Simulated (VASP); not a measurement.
Here is a VASP 6.6.1 calculation.

Contents of INCAR:

```
SYSTEM = Cs
PREC = Accurate ; ENCUT = 520
EDIFF = 1E-6 ; ISMEAR = -1
SIGMA = 0.1 ; LREAL = .False.
LASPH = .True. ; NELM = 100
ALGO = Normal ; ISIF = 2
LWAVE = .False. ; LCHARG = .False.
NBANDS = 20
```

The input KPOINTS:

```
Automatic mesh
0
Gamma
  5 5 7
  0 0 0
```

File POSCAR:

```
Cs
1.0
    8.1130375031      0.0000000000      0.0000000000
   -4.0565187516      7.0260965795      0.0000000000
    0.0000000000      0.0000000000      4.8546996289
Cs
3
Direct
    0.0000000000      1.0000000000      0.0000000000
    0.3333333333      0.6666666667      0.5000000000
    0.6666666667      0.3333333333      0.5000000000
```

Potentials or basis: VASP PAW LDA potentials, release 64 (Cs_sv).

Command:

```console
$ cat potpaw_LDA.64/Cs_sv/POTCAR > POTCAR
$ mpirun -np 1 vasp_std > vasp.out
```

(1) Estimate the pressure.

(2) What does it give for the band gap on the k mesh?

Results:

(1) 0.1 GPa.

(2) zero (an odd number of electrons rules out a gap without spin polarisation).

Caveat: spin-orbit coupling is left out, which moves the levels of the heavy elements.
